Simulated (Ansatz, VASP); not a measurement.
# CoSi in VASP and in Ansatz

```xyz
8
Lattice="4.2935 0.0000 0.0000 0.0000 4.2935 0.0000 0.0000 0.0000 4.2935" Properties=species:S:1:pos:R:3 pbc="T T T"
Co    0.6255    0.6255    0.6255
Co    1.5212    3.6680    2.7723
Co    2.7723    1.5212    3.6680
Co    3.6680    2.7723    1.5212
Si    3.6221    3.6221    3.6221
Si    2.8182    0.6714    1.4754
Si    1.4754    2.8182    0.6714
Si    0.6714    1.4754    2.8182
```

Alike in both runs: task single point; functional r2SCAN; k mesh 6 × 6 × 6; occupations fermi-dirac, width 0.02 eV; no spin polarisation.

|  | VASP | Ansatz |
| --- | --- | --- |
| version | VASP 6.6.1 | Ansatz 0.2.0 |
| potentials or method | VASP PAW PBE potentials, release 64 (Co, Si) | plane waves, PAW |
| plane-wave cutoff (eV) | 520 | 500 |
| valence electrons in the cell | 52 | 84 |

|  | VASP | Ansatz | Ansatz less VASP |
| --- | --- | --- | --- |
| pressure (GPa) | 18.1 | 17.8 | -0.30 |
| rms of the force components (eV/Å) | 0.073 | 0.069 | -0.0046 |

VASP's potentials were made for PBE, not for r2SCAN. Atom by atom the forces differ by 0.005 eV/Å (rms over components). With one functional, cell and mesh, what is left measures potentials, basis and numerics. VASP's potentials hold 52 valence electrons a cell and Ansatz's 84, so a difference there can come from the potentials and not from the codes.
